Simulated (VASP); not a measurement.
# AgI (I-4m2) in VASP: notebook

The runs below take AgI through single point, with r2SCAN, PBE.

All numbers are computed with VASP 6.6.1; they aren't measurements. Logs are shortened: lines on timing, memory, paths and dates and some standing lists are left out, and cuts for length are marked.

## (1) The cell of the first run

The typed cell holds 2 atoms: a = 4.604 Å, b = 4.604 Å, c = 4.604 Å, α = 120.04°, β = 120.04°, γ = 89.94°.

## (2) Single point, r2SCAN (volume changed by -3%)

POSCAR

```
AgI
1.0
   -2.3008453076      2.3008453076      3.2575099126
    2.3008453076     -2.3008453076      3.2575099126
    2.3008453076      2.3008453076     -3.2575099126
Ag I
1 1
Direct
    0.2500000000      0.7500000000      0.5000000000
    0.0000000000      0.0000000000      0.0000000000
```

INCAR.step1

```
SYSTEM = AgI
PREC = Accurate ; ENCUT = 550
ISMEAR = 0 ; SIGMA = 0.01
LREAL = .False. ; LASPH = .True.
NELM = 120 ; NBANDS = 16
GGA = PE ; ALGO = Normal
EDIFF = 1E-5 ; LWAVE = .True.
LCHARG = .False. ; GGA_COMPAT = .False.
```

INCAR.step2

```
SYSTEM = AgI
PREC = Accurate ; ENCUT = 550
EDIFF = 1E-6 ; ISMEAR = 0
SIGMA = 0.01 ; LREAL = .False.
LASPH = .True. ; NELM = 120
ALGO = Normal ; ISIF = 2
LWAVE = .False. ; LCHARG = .True.
METAGGA = R2SCAN ; LMIXTAU = .True.
LELF = .True. ; LVHAR = .True.
NBANDS = 16 ; ISTART = 1
GGA_COMPAT = .False.
```

KPOINTS

```
Automatic mesh
0
Gamma
  6 6 6
  0 0 0
```

Potentials or basis: VASP PAW PBE potentials, release 64 (Ag, I).

The run is started by

```sh
$ cat potpaw_PBE.64/Ag/POTCAR potpaw_PBE.64/I/POTCAR > POTCAR
$ cp INCAR.step1 INCAR
$ mpirun -np 1 vasp_std > vasp.out
$ cp INCAR.step2 INCAR
$ mpirun -np 1 vasp_std > vasp.out
```

OUTCAR:

```text
SYSTEM = AgI
   PREC = Accurate
   ENCUT = 550
   EDIFF = 1E-6
   ISMEAR = 0
   LREAL = .False.
   LASPH = .True.
   NELM = 120
   ISIF = 2
   METAGGA = R2SCAN
   ISTART = 1

 ion  position               nearest neighbor table
   1  0.250  0.750  0.500-   2 2.82   2 2.82   2 2.82   2 2.82
   2  0.000  0.000  0.000-   1 2.82   1 2.82   1 2.82   1 2.82

  LATTYP: Found a body centered tetragonal cell.
 ALAT       =     4.6016906152
 C/A-ratio  =     1.4157883200

  Lattice vectors:

 A1 = (  -2.3008453076,   2.3008453076,   3.2575099126)
 A2 = (   2.3008453076,  -2.3008453076,   3.2575099126)
 A3 = (   2.3008453076,   2.3008453076,  -3.2575099126)

Analysis of symmetry for initial positions (statically):
=====================================================================
 Subroutine PRICEL returns:
 Original cell was already a primitive cell.

 Routine SETGRP: Setting up the symmetry group for a
 body centered tetragonal supercell.

 Subroutine GETGRP returns: Found  8 space group operations
 (whereof  8 operations were pure point group operations)
 out of a pool of 16 trial point group operations.

The static configuration has the point symmetry D_2d.

Analysis of symmetry for dynamics (positions and initial velocities):
=====================================================================
 Subroutine PRICEL returns:
 Original cell was already a primitive cell.

 Routine SETGRP: Setting up the symmetry group for a
 body centered tetragonal supercell.

 Subroutine GETGRP returns: Found  8 space group operations
 (whereof  8 operations were pure point group operations)
 out of a pool of 16 trial point group operations.

The dynamic configuration has the point symmetry D_2d.

 Subroutine INISYM returns: Found  8 space group operations
 (whereof  8 operations are pure point group operations),
 and found     1 'primitive' translations

----------------------------------------------------------------------------------------

                                     Primitive cell

  volume of cell :      68.9796

  direct lattice vectors                    reciprocal lattice vectors
    -2.300845308  2.300845308  3.257509913     0.000000000  0.217311437  0.153491475
     2.300845308 -2.300845308  3.257509913     0.217311437  0.000000000  0.153491475
     2.300845308  2.300845308 -3.257509913     0.217311437  0.217311437  0.000000000

  length of vectors
     4.604253369  4.604253369  4.604253369     0.266052426  0.266052426  0.307324781

  position of ions in fractional coordinates (direct lattice)
     0.250000000  0.750000000  0.500000000
     0.000000000  0.000000000  0.000000000

  ion indices of the primitive-cell ions
   primitive index   ion index
                 1           1
                 2           2

----------------------------------------------------------------------------------------

 KPOINTS: Automatic mesh

Automatic generation of k-mesh.
 Grid dimensions read from file:
 generate k-points for:    6    6    6

 Generating k-lattice:

  Cartesian coordinates                     Fractional coordinates (reciprocal lattice)
     0.000000000  0.036218573  0.025581912     0.166666667  0.000000000 -0.000000000
     0.036218573  0.000000000  0.025581912     0.000000000  0.166666667 -0.000000000
     0.036218573  0.036218573  0.000000000     0.000000000  0.000000000  0.166666667

  Length of vectors
     0.044342071  0.044342071  0.051220797

  Shift w.r.t. Gamma in fractional coordinates (k-lattice)
     0.000000000  0.000000000  0.000000000

 Subroutine IBZKPT returns following result:
 ===========================================

 Found     30 irreducible k-points:

 Following reciprocal coordinates:
            Coordinates               Weight
  0.000000  0.000000  0.000000      1.000000
  0.166667  0.000000  0.000000      8.000000
  0.333333  0.000000 -0.000000      8.000000
  0.500000  0.000000 -0.000000      4.000000
  0.166667  0.166667 -0.000000      8.000000
  0.333333  0.166667 -0.000000     16.000000
[... 16 lines left out ...]
 -0.333333 -0.333333  0.166667      8.000000
 -0.166667 -0.333333  0.166667      8.000000
 [... further k-points ...]
   k-points           NKPTS =     30   k-points in BZ     NKDIM =     30   number of bands    NBANDS=     16
   number of dos      NEDOS =    301   number of ions     NIONS =      2
   total plane-waves  NPLWV =  46656
   dimension x,y,z NGX =    36 NGY =   36 NGZ =   36
   dimension x,y,z NGXF=    72 NGYF=   72 NGZF=   72
   ions per type =               1   1
   NGX,Y,Z   is equivalent  to a cutoff of  13.00, 13.00, 13.00 a.u.
   NGXF,Y,Z  is equivalent  to a cutoff of  26.00, 26.00, 26.00 a.u.
 SYSTEM =  AgI
   PREC   = accura    normal or accurate (medium, high low for compatibility)
   ISTART =      1    job   : 0-new  1-cont  2-samecut
   ICHARG =      0    charge: 1-file 2-atom 10-const
   ISPIN  =      1    spin polarized calculation?
   LNONCOLLINEAR =      F non collinear calculations
   LSORBIT =      F    spin-orbit coupling
   LASPH  =      T    aspherical Exc in radial PAW
   ENCUT  =  550.0 eV  40.42 Ry    6.36 a.u.   8.80  8.80  8.80*2*pi/ulx,y,z
   NELM   =    120;   NELMIN=  2; NELMDL=  0     # of ELM steps
   EDIFF  = 0.1E-05   stopping-criterion for ELM
   LREAL  =      F    real-space projection
   EDIFFG = 0.1E-04   stopping-criterion for IOM
   NSW    =      0    number of steps for IOM
   IBRION =     -1    ionic relax: 0-MD 1-quasi-New 2-CG
   NFREE  =      0    steps in history (QN), initial steepest desc. (CG)
   ISIF   =      2    stress and relaxation
   ISYM   =      2    0-nonsym 1-usesym 2-fastsym
   POTIM  = 0.5000    time-step for ionic-motion
   TEBEG  =    0.0;   TEEND  =   0.0 temperature during run
   PSTRESS=    0.0 pullay stress
   NELECT =      18.0000    total number of electrons
   NUPDOWN=      -1.0000    fix difference up-down
   EMIN   =  10.00;   EMAX   =-10.00  energy-range for DOS
   EFERMI =   0.00;   METHOD = LEGACY
   ISMEAR =     0;   SIGMA  =   0.01  broadening in eV -4-tet -1-fermi 0-gaus
   EFERMI_NEDOS =   21; number of points for ismear=-14 and -15
   IALGO  =     38    algorithm
   IMIX   =      4    mixing-type and parameters
     AMIX     =   0.40;   BMIX     =  1.00
     AMIX_MAG =   1.60;   BMIX_MAG =  1.00
  volume/ion in A,a.u.               =      34.49       232.75
  Fermi-wavevector in a.u.,A,eV,Ry     =   1.046146  1.976929 14.890497  1.094421
  Thomas-Fermi vector in A             =   2.180971
   LORBIT       =      0    0 simple, 1 ext, 2 COOP (PROOUT), +10 PAW based schemes
   METAGGA = R2SCAN    functional components
   LHFCALC =     F    Hartree Fock is set to
   AEXX    =    0.0000 exact exchange contribution
   IVDW    =     0    specifies the selected vdW correction
   LEPSILON=     F    determine dielectric tensor
   LRPA    =     F    only Hartree local field effects (RPA)
 non-spin polarized calculation
 Gauss-broadening in eV      SIGMA  =   0.01
  energy-cutoff  :      550.00
  volume of cell :       68.98
 maximum number of plane-waves:      2044
   NGX = 17   NGY = 17   NGZ = 17

 number of electron      17.9999999 magnetization

 Free energy of the ion-electron system (eV)
  ---------------------------------------------------
  ext. energy  EPLUGINS =         0.00000000
  ---------------------------------------------------
  free energy    TOTEN  =       -46.51992963 eV

  energy without entropy =      -46.51992963  energy(sigma->0) =      -46.51992963

 E-fermi :   2.8664     XC(G=0):  -8.9096

 val. band max:        2.7974977803   @ k =   0.0000   0.0000   0.0000
 cond. band min:       4.5868760048   @ k =   0.0000   0.0000   0.0000
 fundamental gap:      1.7893782246
 Fermi energy:         2.8664199429

 k-point     1 :       0.0000    0.0000    0.0000
  band No.  band energies     occupation
      1     -10.3730      2.00000
      2      -1.4955      2.00000
      3      -1.4948      2.00000
      4      -1.4948      2.00000
      5      -0.2721      2.00000
      6      -0.2712      2.00000
[... 8 lines left out ...]
     15      13.3051      0.00000
     16      13.3184      0.00000

 k-point     2 :       0.1667    0.0000    0.0000
  band No.  band energies     occupation
      1     -10.3018      2.00000
      2      -1.5241      2.00000
      3      -1.4476      2.00000
      4      -1.4469      2.00000
      5      -0.2768      2.00000
      6      -0.2761      2.00000
[... 8 lines left out ...]
     15      12.5217      0.00000
     16      12.8883      0.00000

 k-point     3 :       0.3333    0.0000   -0.0000
  band No.  band energies     occupation
      1     -10.1532      2.00000
      2      -1.4980      2.00000
      3      -1.3564      2.00000
      4      -1.3551      2.00000
      5      -0.2639      2.00000
      6      -0.2637      2.00000
[... 8 lines left out ...]
     15      12.8983      0.00000
     16      12.8989      0.00000

 k-point     4 :       0.5000    0.0000   -0.0000
  band No.  band energies     occupation
      1     -10.0755      2.00000
      2      -1.3888      2.00000
      3      -1.3146      2.00000
      4      -1.3129      2.00000
      5      -0.2419      2.00000
      6      -0.2417      2.00000
[... 8 lines left out ...]
     15      14.1992      0.00000
     16      14.2054      0.00000
[... 324 lines left out ...]
 k-point    22 :      -0.1667    0.5000    0.1667
  band No.  band energies     occupation
      1     -10.0520      2.00000
      2      -1.4431      2.00000
      3      -1.2417      2.00000
      4      -1.2247      2.00000
      5      -0.2563      2.00000
      6      -0.2355      2.00000
[... 8 lines left out ...]
     15      14.0834      0.00000
     16      14.2619      0.00000

 k-point    23 :      -0.3333   -0.3333    0.1667
  band No.  band energies     occupation
      1     -10.0540      2.00000
      2      -1.5357      2.00000
      3      -1.2454      2.00000
      4      -1.1405      2.00000
      5      -0.2812      2.00000
      6      -0.2346      2.00000
[... 8 lines left out ...]
     15      14.5096      0.00000
     16      15.0059      0.00000

 k-point    24 :      -0.1667   -0.3333    0.1667
  band No.  band energies     occupation
      1     -10.1551      2.00000
      2      -1.5948      2.00000
      3      -1.3063      2.00000
      4      -1.2969      2.00000
      5      -0.3120      2.00000
      6      -0.2322      2.00000
[... 8 lines left out ...]
     15      13.6144      0.00000
     16      14.0612      0.00000

 [... further k-points ...]
[... 5 lines left out ...]
  --------------------------------------------------------------------------------------
  -------------------------------------------------------------------------------------
  Total        0.3637991      0.3637991      0.3617257      0.0000000      0.0000000      0.0000000
  in kB        8.4499003      8.4499003      8.4017416      0.0000000      0.0000000      0.0000000
  external PRESSURE =       8.4338474 kB  Pullay stress =       0.0000000 kB

 VOLUME and BASIS-vectors are now :
 -----------------------------------------------------------------------------
  energy-cutoff  :      550.00
  volume of cell :       68.98
      direct lattice vectors                 reciprocal lattice vectors
    -2.300845308  2.300845308  3.257509913     0.000000000  0.217311437  0.153491475
     2.300845308 -2.300845308  3.257509913     0.217311437  0.000000000  0.153491475
     2.300845308  2.300845308 -3.257509913     0.217311437  0.217311437  0.000000000

 POSITION                                       TOTAL-FORCE (eV/Angst)
 -----------------------------------------------------------------------------------
      2.30085     -0.00000      1.62875        -0.000000      0.000000     -0.000000
      0.00000      0.00000      0.00000         0.000000     -0.000000      0.000000
 -----------------------------------------------------------------------------------
    total drift:                                0.000000     -0.000000     -0.000000

  FREE ENERGIE OF THE ION-ELECTRON SYSTEM (eV)
  ---------------------------------------------------
  free  energy   TOTEN  =       -46.5199296273 eV

  energy  without entropy=      -46.5199296273  energy(sigma->0) =      -46.51992963
```

Wall time 54 s (1 thread of Intel Xeon 6975P-C (Granite Rapids), shared host); peak memory 0.23 GiB.

What came out:

| Item | Value |
| --- | --- |
| Free energy | -46.5199 eV |
| Pressure | 0.8 GPa |
| Band gap on the k mesh | 1.79 eV, direct |

Caveat: the PAW data sets were made with another functional, which shifts forces and pressure a little; spin-orbit coupling is left out, which moves the levels of the heavy elements.

(Part 1 of 2 ends here.)
